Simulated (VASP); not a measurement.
The system is BeS2.

```xyz
3
Lattice="0.0000 2.9481 2.9481 2.9481 0.0000 2.9481 2.9481 2.9481 0.0000" Properties=species:S:1:pos:R:3 pbc="T T T"
Be    0.0000    0.0000    0.0000
S     1.4741    1.4741    1.4741
S     4.4222    4.4222    4.4222
```

The cell was built from a structure type or drawn by symmetry, and may not be a known phase.

| Property | Result |
| --- | --- |
| Program | VASP 6.6.1 |
| Task | relaxation of cell and atoms |
| Functional | PBE |
| Potentials or basis | VASP PAW PBE potentials, release 64 (Be, S) |
| Cutoff | 600 eV |
| k mesh | 6 × 6 × 6 |
| Occupations | gaussian, width 0.1 eV |
| Spin | no spin polarisation |

At the start: pressure -7.5 GPa; volume 17.08 Å³/atom.

Where does the relaxation end?

Over 3 steps the energy falls by 45.6 meV/atom and the volume is 15.30 Å³/atom (-10.4 %); space group Fm-3m (No. 225, to 0.1 Å) before and after.

Step by step:
| step | energy change (eV) | largest force (eV/Å) | pressure (GPa) | volume (Å³) |
| --- | --- | --- | --- | --- |
| 1 | 0.0000 | 0.0000 | -7.51 | 51.25 |
| 2 | -0.1358 | 0.0000 | 0.74 | 45.53 |
| 3 | -0.1367 | 0.0000 | 0.02 | 45.91 |

Final structure:
```xyz
3
Lattice="0.0000 2.8421 2.8421 2.8421 0.0000 2.8421 2.8421 2.8421 0.0000" Properties=species:S:1:pos:R:3 pbc="T T T"
Be    0.0000    0.0000    0.0000
S     1.4211    1.4211    1.4211
S     4.2632    4.2632    4.2632
```
